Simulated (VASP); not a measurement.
# Hg4TeO (P4/mmm) in VASP: single point with PBE

Aim: the single point of Hg4TeO with PBE.

All numbers are computed with VASP 6.6.1; they aren't measurements. Logs are shortened: lines on timing, memory, paths and dates and some standing lists are left out, and cuts for length are marked.

## Step 1: The cell of the first run

The structure is tetragonal, space group P4/mmm (No. 123). The conventional cell has a = 4.446 Å, b = 4.446 Å, c = 6.288 Å, α = 90.00°, β = 90.00°, γ = 90.00°. Within 3.6 Å of Hg (site symmetry 2mm) lie 2 Te at 2.72 Å and 2 O at 2.72 Å and 6 Hg at 3.14 Å. Te (site symmetry 4/mmm) has 8 Hg at 2.72 Å within 3.6 Å. O (site symmetry 4/mmm) has 8 Hg at 2.72 Å within 3.6 Å.

## Step 2: Single point, PBE

Contents of INCAR:

```
SYSTEM = Hg4TeO
PREC     = Accurate       ! precision mode
ENCUT    = 520            ! plane-wave cutoff, eV
EDIFF    = 1E-6           ! SCF threshold, eV
ISMEAR   = 0              ! smearing method
SIGMA    = 0.1            ! smearing width, eV
LREAL    = .FALSE.        ! projectors in reciprocal space
LASPH    = .TRUE.         ! aspherical terms in the spheres
NELM     = 80             ! most SCF steps
ALGO     = Normal         ! electronic algorithm
ISIF     = 2              ! what is computed and relaxed
LWAVE    = .FALSE.        ! write WAVECAR
LCHARG   = .FALSE.        ! write CHGCAR
GGA      = PE             ! functional
NBANDS   = 39             ! bands
```

Contents of KPOINTS:

```
regular mesh
0
G
  4 4 4
  0 0 0
```

Contents of POSCAR:

```
Hg4TeO
1.0
    4.4462893500      0.0000000000      0.0000000000
    0.0000000000      4.4462893500      0.0000000000
    0.0000000000      0.0000000000      6.2880027000
Hg Te O
4 1 1
Direct
    0.5000000000      0.0000000000      0.2500000000
    0.0000000000      0.5000000000      0.7500000000
    0.5000000000      0.0000000000      0.7500000000
    0.0000000000      0.5000000000      0.2500000000
    0.0000000000      0.0000000000      0.0000000000
    0.5000000000      0.5000000000      0.5000000000
```

Potentials or basis: VASP PAW PBE potentials, release 64 (Hg, Te, O).

On the command line:

```bash
$ cat potpaw_PBE.64/Hg/POTCAR potpaw_PBE.64/Te/POTCAR potpaw_PBE.64/O/POTCAR > POTCAR
$ mpirun -np 1 vasp_std > vasp.out
```

OUTCAR:

```text
SYSTEM = Hg4TeO
   PREC = Accurate
   ENCUT = 520
   EDIFF = 1E-6
   ISMEAR = 0
   LREAL = .FALSE.
   LASPH = .TRUE.
   NELM = 80
   ISIF = 2
   GGA = PE

 ion  position               nearest neighbor table
   1  0.500  0.000  0.250-   5 2.72   6 2.72   6 2.72   5 2.72   3 3.14   3 3.14   4 3.14   4 3.14
                             4 3.14   4 3.14
   2  0.000  0.500  0.750-   5 2.72   6 2.72   5 2.72   6 2.72   4 3.14   4 3.14   3 3.14   3 3.14
                             3 3.14   3 3.14
   3  0.500  0.000  0.750-   5 2.72   6 2.72   6 2.72   5 2.72   1 3.14   1 3.14   2 3.14   2 3.14
                             2 3.14   2 3.14
   4  0.000  0.500  0.250-   5 2.72   6 2.72   5 2.72   6 2.72   2 3.14   2 3.14   1 3.14   1 3.14
                             1 3.14   1 3.14
   5  0.000  0.000  0.000-   1 2.72   2 2.72   3 2.72   4 2.72   2 2.72   4 2.72   1 2.72   3 2.72

   6  0.500  0.500  0.500-   1 2.72   2 2.72   3 2.72   4 2.72   1 2.72   3 2.72   2 2.72   4 2.72

  LATTYP: Found a simple tetragonal cell.
 ALAT       =     4.4462893500
 C/A-ratio  =     1.4142135621

  Lattice vectors:

 A1 = (   4.4462893500,   0.0000000000,   0.0000000000)
 A2 = (   0.0000000000,   4.4462893500,   0.0000000000)
 A3 = (   0.0000000000,   0.0000000000,   6.2880027000)

Analysis of symmetry for initial positions (statically):
=====================================================================
 Subroutine PRICEL returns:
 Original cell was already a primitive cell.

 Routine SETGRP: Setting up the symmetry group for a
 simple tetragonal supercell.

 Subroutine GETGRP returns: Found 16 space group operations
 (whereof 16 operations were pure point group operations)
 out of a pool of 16 trial point group operations.

The static configuration has the point symmetry D_4h.

Analysis of symmetry for dynamics (positions and initial velocities):
=====================================================================
 Subroutine PRICEL returns:
 Original cell was already a primitive cell.

 Routine SETGRP: Setting up the symmetry group for a
 simple tetragonal supercell.

 Subroutine GETGRP returns: Found 16 space group operations
 (whereof 16 operations were pure point group operations)
 out of a pool of 16 trial point group operations.

The dynamic configuration has the point symmetry D_4h.

 Subroutine INISYM returns: Found 16 space group operations
 (whereof 16 operations are pure point group operations),
 and found     1 'primitive' translations

----------------------------------------------------------------------------------------
[... 99 lines left out ...]
   NFREE  =      0    steps in history (QN), initial steepest desc. (CG)
   ISIF   =      2    stress and relaxation
   ISYM   =      2    0-nonsym 1-usesym 2-fastsym
   POTIM  = 0.5000    time-step for ionic-motion
   TEBEG  =    0.0;   TEEND  =   0.0 temperature during run
   PSTRESS=    0.0 pullay stress
   NELECT =      60.0000    total number of electrons
   NUPDOWN=      -1.0000    fix difference up-down
   EMIN   =  10.00;   EMAX   =-10.00  energy-range for DOS
   EFERMI =   0.00;   METHOD = LEGACY
   ISMEAR =     0;   SIGMA  =   0.10  broadening in eV -4-tet -1-fermi 0-gaus
   EFERMI_NEDOS =   21; number of points for ismear=-14 and -15
   IALGO  =     38    algorithm
   IMIX   =      4    mixing-type and parameters
     AMIX     =   0.40;   BMIX     =  1.00
     AMIX_MAG =   1.60;   BMIX_MAG =  1.00
  volume/ion in A,a.u.               =      20.72       139.81
  Fermi-wavevector in a.u.,A,eV,Ry     =   1.284170  2.426729 22.437268  1.649093
  Thomas-Fermi vector in A             =   2.416380
   LORBIT       =      0    0 simple, 1 ext, 2 COOP (PROOUT), +10 PAW based schemes
   GGA     = PE    functional components
   LHFCALC =     F    Hartree Fock is set to
   AEXX    =    0.0000 exact exchange contribution
   IVDW    =     0    specifies the selected vdW correction
   LEPSILON=     F    determine dielectric tensor
   LRPA    =     F    only Hartree local field effects (RPA)
 non-spin polarized calculation
 Gauss-broadening in eV      SIGMA  =   0.10
  energy-cutoff  :      520.00
  volume of cell :      124.31
 maximum number of plane-waves:      3400
 NGX is ok and might be reduce to    36
   NGX = 17   NGY = 17   NGZ = 23

 number of electron      59.9999985 magnetization

 Free energy of the ion-electron system (eV)
  ---------------------------------------------------
  ext. energy  EPLUGINS =         0.00000000
  ---------------------------------------------------
  free energy    TOTEN  =        -5.49223362 eV

  energy without entropy =       -5.48010883  energy(sigma->0) =       -5.48617123

 E-fermi :   4.5706     XC(G=0): -10.7875

 val. band max:        4.5634564750   @ k =   0.5000   0.5000   0.2500
 cond. band min:       4.6161562348   @ k =   0.5000   0.2500   0.2500
 fundamental gap:      0.0526997598
 Fermi energy:         4.5705560492

 k-point     1 :       0.0000    0.0000    0.0000
  band No.  band energies     occupation
      1     -12.2903      2.00000
      2      -9.8638      2.00000
      3      -5.0060      2.00000
      4      -4.2527      2.00000
      5      -4.2527      2.00000
      6      -3.7957      2.00000
[... 745 lines left out ...]
     38      10.5248      0.00000
     39      13.4869      0.00000

------------------------ aborting loop because EDIFF is reached ----------------------------------------

  FORCE on cell =-STRESS in cart. coord.  units (eV):
  Direction    XX          YY          ZZ          XY          YZ          ZX
  --------------------------------------------------------------------------------------
  -------------------------------------------------------------------------------------
  Total       14.7169017     14.7169017     13.7852741      0.0000000      0.0000000      0.0000000
  in kB      189.6788063    189.6788063    177.6715232      0.0000000      0.0000000      0.0000000
  external PRESSURE =     185.6763786 kB  Pullay stress =       0.0000000 kB

 VOLUME and BASIS-vectors are now :
 -----------------------------------------------------------------------------
  energy-cutoff  :      520.00
  volume of cell :      124.31
      direct lattice vectors                 reciprocal lattice vectors
     4.446289350  0.000000000  0.000000000     0.224906640  0.000000000  0.000000000
     0.000000000  4.446289350  0.000000000     0.000000000  0.224906640  0.000000000
     0.000000000  0.000000000  6.288002700     0.000000000  0.000000000  0.159033011

 POSITION                                       TOTAL-FORCE (eV/Angst)
 -----------------------------------------------------------------------------------
      2.22314      0.00000      1.57200        -0.000000      0.000000      2.522310
      0.00000      2.22314      4.71600         0.000000     -0.000000     -2.522310
      2.22314      0.00000      4.71600        -0.000000      0.000000     -2.522310
      0.00000      2.22314      1.57200        -0.000000     -0.000000      2.522310
      0.00000      0.00000      0.00000        -0.000000     -0.000000      0.000000
      2.22314      2.22314      3.14400        -0.000000     -0.000000      0.000000
 -----------------------------------------------------------------------------------
    total drift:                                0.000000     -0.000000      0.000000

  FREE ENERGIE OF THE ION-ELECTRON SYSTEM (eV)
  ---------------------------------------------------
  free  energy   TOTEN  =        -5.4922336208 eV

  energy  without entropy=       -5.4801088301  energy(sigma->0) =       -5.48617123
```

OSZICAR:

```text
N       E                     dE             d eps       ncg     rms          rms(c)
DAV:   1     0.503273274557E+03    0.50327E+03   -0.29750E+04  1404   0.147E+03
DAV:   2     0.158339021315E+02   -0.48744E+03   -0.46618E+03  1502   0.387E+02
DAV:   3    -0.932709286875E+01   -0.25161E+02   -0.24842E+02  1614   0.881E+01
DAV:   4    -0.958517879389E+01   -0.25809E+00   -0.25759E+00  1502   0.822E+00
DAV:   5    -0.958740832526E+01   -0.22295E-02   -0.22294E-02  1652   0.804E-01    0.226E+01
DAV:   6    -0.809255975209E+01    0.14948E+01   -0.27094E+01  1991   0.395E+01    0.236E+01
DAV:   7    -0.577728269904E+01    0.23153E+01   -0.21201E+01  1688   0.133E+01    0.117E+01
DAV:   8    -0.564974803142E+01    0.12753E+00   -0.41425E+00  1636   0.755E+00    0.436E+00
DAV:   9    -0.549571521976E+01    0.15403E+00   -0.13302E+00  1580   0.360E+00    0.860E-01
DAV:  10    -0.549187209963E+01    0.38431E-02   -0.10711E-01  1517   0.110E+00    0.434E-01
DAV:  11    -0.549443996571E+01   -0.25679E-02   -0.15921E-02  1474   0.466E-01    0.438E-01
DAV:  12    -0.549214535037E+01    0.22946E-02   -0.10595E-02  2125   0.279E-01    0.616E-02
DAV:  13    -0.549223534645E+01   -0.89996E-04   -0.67628E-04  1481   0.114E-01    0.294E-02
DAV:  14    -0.549223328189E+01    0.20646E-05   -0.36514E-05  1629   0.246E-02    0.862E-03
DAV:  15    -0.549223362075E+01   -0.33886E-06   -0.50467E-06  1331   0.867E-03
   1 F= -.54922336E+01 E0= -.54861712E+01  d E =-.121248E-01
```

Wall time 2.7 min (1 thread of Intel Xeon 6975P-C, shared host); peak memory 0.28 GiB.

What came out:

```yaml
Free_energy: -5.4922 eV
Pressure: 18.6 GPa
Largest_force: 2.522 eV/Å
Band_gap_on_the_k_mesh: zero (band 30 reaches 4.93 eV, above the bottom of band 31 at 3.89 eV)
```

Forces in eV/Å, atoms in the order of the input:
```
Hg   0.000  0.000  2.522
Hg   0.000  0.000 -2.522
Hg   0.000  0.000 -2.522
Hg   0.000  0.000  2.522
Te   0.000  0.000  0.000
O    0.000  0.000  0.000
```

Levels at points of the mesh, in eV from the Fermi level:
```tsv
k point	band 26	band 27	band 28	band 29	band 30	band 31	band 32	band 33	band 34	band 35
(0.00, 0.00, 0.00)	-3.60	-1.48	-1.43	-1.36	-1.36	0.71	1.97	2.42	2.42	2.88
(0.50, 0.00, 0.00)	-3.83	-2.05	-1.99	-0.72	-0.68	-0.30	1.47	2.42	4.15	4.40
(0.50, 0.50, 0.00)	-3.32	-3.32	-2.95	-1.35	-1.35	-0.68	1.52	1.69	1.69	3.64
(0.00, 0.00, 0.50)	-2.54	-2.28	-2.28	-1.26	-0.71	-0.13	-0.06	2.43	2.43	3.62
(0.50, 0.00, 0.50)	-1.93	-1.90	-1.88	-1.87	-1.72	1.83	3.25	3.39	3.76	4.05
(0.50, 0.50, 0.50)	-4.22	-4.22	-3.42	-0.16	-0.16	1.35	1.43	2.87	2.87	3.43
```

Caveat: spin-orbit coupling is left out, which moves the levels of the heavy elements; forces of over 1 eV/Å act on the atoms, so gaps and moduli don't describe the material at rest.
